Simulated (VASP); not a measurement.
# Ta2H (C2/m) in VASP: notebook

Aim: see how the results for Ta2H move with the level of theory and the settings. Levels: BLYP, PBEsol, LDA. Tasks: single point.

All numbers are computed with VASP 6.6.1; they aren't measurements. Logs are shortened: lines on timing, memory, paths and dates and some standing lists are left out, and cuts for length are marked.

## 1. The cell of the first run

Symmetry: C2/m, No. 12, monoclinic system. The conventional cell has a = 4.851 Å, b = 3.248 Å, c = 4.884 Å, α = 90.00°, β = 96.98°, γ = 90.00°. Ta (site symmetry m) has 3 H at 1.93 to 2.28 Å within 2.6 Å. Within 2.6 Å of H (site symmetry 2/m) lie 6 Ta at 1.93 to 2.28 Å.

## 2. Single point, BLYP

The input, INCAR:

```
SYSTEM = Ta2H
PREC = Accurate
ENCUT = 520
EDIFF = 1E-6
ISMEAR = 1
SIGMA = 0.1
LREAL = .FALSE.
LASPH = .TRUE.
NELM = 100
ALGO = Normal
ISIF = 2
LWAVE = .FALSE.
LCHARG = .TRUE.
GGA = B5
ALDAX = 1.0
AGGAX = 1.0
AGGAC = 1.0
ALDAC = 0.0
LELF = .TRUE.
LVHAR = .TRUE.
NBANDS = 18
```

The input, KPOINTS:

```
Automatic mesh
0
G
  10 10 6
  0 0 0
```

The input, POSCAR:

```
Ta2H
1.0
    2.9190640000      0.0000000000      0.0000000000
    1.1117173487      2.6990774669      0.0000000000
   -0.4934939077     -0.3304516349      4.8476384120
Ta H
2 1
Direct
    0.2336440000      0.2336440000      0.2625630000
    0.7663560000      0.7663560000      0.7374370000
    0.5000000000      0.5000000000      0.0000000000
```

Potentials or basis: VASP PAW PBE potentials, release 64 (Ta_pv, H).

Started as:

```
> cat potpaw_PBE.64/Ta_pv/POTCAR potpaw_PBE.64/H/POTCAR > POTCAR
> mpirun -np 1 vasp_std > vasp.out
```

OUTCAR:

```text
SYSTEM = Ta2H
   PREC = Accurate
   ENCUT = 520
   EDIFF = 1E-6
   ISMEAR = 1
   LREAL = .FALSE.
   LASPH = .TRUE.
   NELM = 100
   ISIF = 2
   GGA = B5

 ion  position               nearest neighbor table
   1  0.234  0.234  0.263-   3 1.93   2 2.82   2 2.82   2 3.06   2 3.06   2 3.21   2 3.26   2 3.43

   2  0.766  0.766  0.737-   3 1.93   1 2.82   1 2.82   1 3.06   1 3.06   1 3.21   1 3.26   1 3.43

   3  0.500  0.500  0.000-   1 1.93   2 1.93

  LATTYP: Found a base centered monoclinic cell.
 ALAT       =     4.8510016959
 B/A-ratio  =     0.6696164424
 C/A-ratio  =     1.0067786627
 COS(beta)  =    -0.1216069938

  Lattice vectors:

 A1 = (   2.9190640000,   0.0000000000,   0.0000000000)
 A2 = (   1.1117173487,   2.6990774669,   0.0000000000)
 A3 = (  -0.4934939077,  -0.3304516349,   4.8476384120)

Analysis of symmetry for initial positions (statically):
=====================================================================
 Subroutine PRICEL returns:
 Original cell was already a primitive cell.

 Routine SETGRP: Setting up the symmetry group for a
 base centered monoclinic supercell.

 Subroutine GETGRP returns: Found  4 space group operations
 (whereof  4 operations were pure point group operations)
 out of a pool of  4 trial point group operations.

The static configuration has the point symmetry C_2h.

Analysis of symmetry for dynamics (positions and initial velocities):
=====================================================================
 Subroutine PRICEL returns:
 Original cell was already a primitive cell.

 Routine SETGRP: Setting up the symmetry group for a
 base centered monoclinic supercell.

 Subroutine GETGRP returns: Found  4 space group operations
 (whereof  4 operations were pure point group operations)
 out of a pool of  4 trial point group operations.

The dynamic configuration has the point symmetry C_2h.

 Subroutine INISYM returns: Found  4 space group operations
 (whereof  4 operations are pure point group operations),
 and found     1 'primitive' translations

----------------------------------------------------------------------------------------

                                     Primitive cell

  volume of cell :      38.1935

  direct lattice vectors                    reciprocal lattice vectors
[... 81 lines left out ...]
   ISTART =      0    job   : 0-new  1-cont  2-samecut
   ICHARG =      2    charge: 1-file 2-atom 10-const
   ISPIN  =      1    spin polarized calculation?
   LNONCOLLINEAR =      F non collinear calculations
   LSORBIT =      F    spin-orbit coupling
   LASPH  =      T    aspherical Exc in radial PAW
   ENCUT  =  520.0 eV  38.22 Ry    6.18 a.u.   5.43  5.43  9.08*2*pi/ulx,y,z
   NELM   =    100;   NELMIN=  2; NELMDL= -5     # of ELM steps
   EDIFF  = 0.1E-05   stopping-criterion for ELM
   LREAL  =      F    real-space projection
   EDIFFG = 0.1E-04   stopping-criterion for IOM
   NSW    =      0    number of steps for IOM
   IBRION =     -1    ionic relax: 0-MD 1-quasi-New 2-CG
   NFREE  =      0    steps in history (QN), initial steepest desc. (CG)
   ISIF   =      2    stress and relaxation
   ISYM   =      2    0-nonsym 1-usesym 2-fastsym
   POTIM  = 0.5000    time-step for ionic-motion
   TEBEG  =    0.0;   TEEND  =   0.0 temperature during run
   PSTRESS=    0.0 pullay stress
   NELECT =      23.0000    total number of electrons
   NUPDOWN=      -1.0000    fix difference up-down
   EMIN   =  10.00;   EMAX   =-10.00  energy-range for DOS
   EFERMI =   0.00;   METHOD = LEGACY
   ISMEAR =     1;   SIGMA  =   0.10  broadening in eV -4-tet -1-fermi 0-gaus
   EFERMI_NEDOS =   21; number of points for ismear=-14 and -15
   IALGO  =     38    algorithm
   IMIX   =      4    mixing-type and parameters
     AMIX     =   0.40;   BMIX     =  1.00
     AMIX_MAG =   1.60;   BMIX_MAG =  1.00
  volume/ion in A,a.u.               =      12.73        85.91
  Fermi-wavevector in a.u.,A,eV,Ry     =   1.382466  2.612481 26.003612  1.911212
  Thomas-Fermi vector in A             =   2.507154
   LORBIT       =      0    0 simple, 1 ext, 2 COOP (PROOUT), +10 PAW based schemes
   GGA     = B5    functional components
   LHFCALC =     F    Hartree Fock is set to
   AEXX    =    0.0000 exact exchange contribution
   IVDW    =     0    specifies the selected vdW correction
   LEPSILON=     F    determine dielectric tensor
   LRPA    =     F    only Hartree local field effects (RPA)
 non-spin polarized calculation
 Methfessel and Paxton  Order N= 1 SIGMA  =   0.10
  energy-cutoff  :      520.00
  volume of cell :       38.19
 maximum number of plane-waves:      1045
 NGX is ok and might be reduce to    24
   NGX = 11   NGY = 11   NGZ = 19

 number of electron      23.0000000 magnetization

 Free energy of the ion-electron system (eV)
  ---------------------------------------------------
  ext. energy  EPLUGINS =         0.00000000
  ---------------------------------------------------
  free energy    TOTEN  =       -23.99093334 eV

  energy without entropy =      -23.99067832  energy(sigma->0) =      -23.99084834

 E-fermi :   6.2483     XC(G=0): -11.9606

 val. band max:        6.2439439467   @ k =   0.1000   0.1000  -0.0000
 cond. band min:       6.2636374626   @ k =  -0.4000   0.1000   0.1667
 fundamental gap:      0.0196935159
 Fermi energy:         6.2482794268

 k-point     1 :       0.0000    0.0000    0.0000
  band No.  band energies     occupation
      1     -28.1828      2.00000
      2     -27.4027      2.00000
      3     -27.1418      2.00000
      4     -27.1258      2.00000
      5     -27.1119      2.00000
      6     -27.1053      2.00000
[... 481 lines left out ...]
      5     -27.3478      2.00000
      6     -27.1675      2.00000
[... 10 lines left out ...]
     17      11.5196      0.00000
     18      13.7909      0.00000

 [... further k-points ...]
[... 5 lines left out ...]
  --------------------------------------------------------------------------------------
  -------------------------------------------------------------------------------------
  Total        2.3837552      2.4092661      2.3342776     -0.0309683      0.0516035      0.0770667
  in kB       99.9960957    101.0662522     97.9205625     -1.2990871      2.1647156      3.2328689
  external PRESSURE =      99.6609701 kB  Pullay stress =       0.0000000 kB

 VOLUME and BASIS-vectors are now :
 -----------------------------------------------------------------------------
  energy-cutoff  :      520.00
  volume of cell :       38.19
      direct lattice vectors                 reciprocal lattice vectors
     2.919064000  0.000000000  0.000000000     0.342575565 -0.141102730  0.025255870
     1.111717349  2.699077467  0.000000000     0.000000000  0.370496961  0.025255870
    -0.493493908 -0.330451635  4.847638412     0.000000000  0.000000000  0.206286013

 POSITION                                       TOTAL-FORCE (eV/Angst)
 -----------------------------------------------------------------------------------
      0.81219      0.54386      1.27281         0.039796      0.026648      0.107127
      2.72509      1.82477      3.57483        -0.039796     -0.026648     -0.107127
      2.01539      1.34954      0.00000        -0.000000      0.000000      0.000000
 -----------------------------------------------------------------------------------
    total drift:                                0.000000     -0.000000      0.000000

  FREE ENERGIE OF THE ION-ELECTRON SYSTEM (eV)
  ---------------------------------------------------
  free  energy   TOTEN  =       -23.9909333432 eV

  energy  without entropy=      -23.9906783246  energy(sigma->0) =      -23.99084834
```

OSZICAR:

```text
N       E                     dE             d eps       ncg     rms          rms(c)
DAV:   1     0.178300521600E+03    0.17830E+03   -0.13045E+04  6192   0.129E+03
DAV:   2    -0.203095276444E+02   -0.19861E+03   -0.19543E+03  7230   0.369E+02
DAV:   3    -0.252229967302E+02   -0.49135E+01   -0.48465E+01  7728   0.542E+01
DAV:   4    -0.252628990484E+02   -0.39902E-01   -0.39786E-01  7482   0.480E+00
DAV:   5    -0.252631661965E+02   -0.26715E-03   -0.26709E-03  7446   0.380E-01    0.204E+01
DAV:   6    -0.242309106080E+02    0.10323E+01   -0.13030E+00  7320   0.948E+00    0.960E+00
DAV:   7    -0.239933323259E+02    0.23758E+00   -0.95719E-01  7616   0.757E+00    0.653E-01
DAV:   8    -0.239906659438E+02    0.26664E-02   -0.27411E-02  6826   0.133E+00    0.258E-01
DAV:   9    -0.239908995572E+02   -0.23361E-03   -0.10054E-03  7740   0.246E-01    0.767E-02
DAV:  10    -0.239909319396E+02   -0.32382E-04   -0.61102E-05  6942   0.711E-02    0.161E-02
DAV:  11    -0.239909340086E+02   -0.20690E-05   -0.79076E-06  7104   0.244E-02    0.453E-03
DAV:  12    -0.239909333432E+02    0.66537E-06   -0.92867E-07  3536   0.102E-02
   1 F= -.23990933E+02 E0= -.23990848E+02  d E =-.255019E-03
```

stdout:

```text
POSCAR found type information on POSCAR TaH
 POSCAR found :  2 types and       3 ions
 scaLAPACK will be used
 -----------------------------------------------------------------------------
|                                                                             |
|                                                                             |
|     You enforced a specific xc type in the INCAR file but a different       |
|     I HOPE YOU KNOW WHAT YOU ARE DOING!                                     |
|                                                                             |
 -----------------------------------------------------------------------------

 LDA part: xc-table for (Slater(with rela. corr.)+VWN5), standard interpolation
 POSCAR, INCAR and KPOINTS ok, starting setup
 FFT: planning ... GRIDC
 FFT: planning ... GRID_SOFT
 FFT: planning ... GRID
 WAVECAR not read
 entering main loop
```

Wall time 1.7 min (1 thread of Intel Xeon Platinum 8375C at 2.90GHz (Ice Lake), shared host); peak memory 0.23 GiB.

Results:

```yaml
Free_energy: -23.9909 eV
Pressure: 10.0 GPa
Largest_force: 0.117 eV/Å
```

Forces in eV/Å, atoms in the order of the input:
```
Ta   0.040  0.027  0.107
Ta  -0.040 -0.027 -0.107
H    0.000  0.000  0.000
```

Stress tensor (GPa, compression positive):
```
10.00 -0.13  0.32
-0.13 10.11  0.22
 0.32  0.22  9.79
```

Caveat: the PAW data sets were made with another functional, which shifts forces and pressure a little; spin-orbit coupling is left out, which moves the levels of the heavy elements.

(Part 1 of 2 ends here.)
